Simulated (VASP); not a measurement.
Input of a VASP 6.6.1 run:

File INCAR:

```
SYSTEM = K3Al
PREC     = Accurate       ! precision mode
ENCUT    = 520            ! plane-wave cutoff, eV
EDIFF    = 1E-6           ! SCF threshold, eV
ISMEAR   = 0              ! smearing method
SIGMA    = 0.1            ! smearing width, eV
LREAL    = .FALSE.        ! projectors in reciprocal space
LASPH    = .TRUE.         ! aspherical terms in the spheres
NELM     = 100            ! most SCF steps
ALGO     = Fast           ! electronic algorithm
ISIF     = 2              ! what is computed and relaxed
LWAVE    = .FALSE.        ! write WAVECAR
LCHARG   = .TRUE.         ! write CHGCAR
GGA      = PE             ! functional
LELF     = .TRUE.         ! ELF
LVHAR    = .TRUE.       
NBANDS   = 23             ! bands
```

KPOINTS

```
regular mesh
0
G
  4 4 4
  0 0 0
```

File POSCAR:

```
K3Al
1.0
    5.6949850256      0.0000000000      0.0000000000
    0.0000000000      5.6949850256      0.0000000000
    0.0000000000      0.0000000000      5.6949850256
K Al
3 1
Direct
    0.0000000000      0.5000000000      0.5000000000
    0.5000000000      0.0000000000      0.5000000000
    0.5000000000      0.5000000000      0.0000000000
    0.0000000000      0.0000000000      0.0000000000
```

Potentials or basis: VASP PAW PBE potentials, release 64 (K_sv, Al).

Run with:

```console
$ cat potpaw_PBE.64/K_sv/POTCAR potpaw_PBE.64/Al/POTCAR > POTCAR
$ mpirun -np 1 vasp_std > vasp.out
```

Q: Estimate the pressure.

A: 0.2 GPa.

Q: Estimate the band gap on the k mesh.

A: Zero (bands 15 and 16 overlap by 0.83 eV).
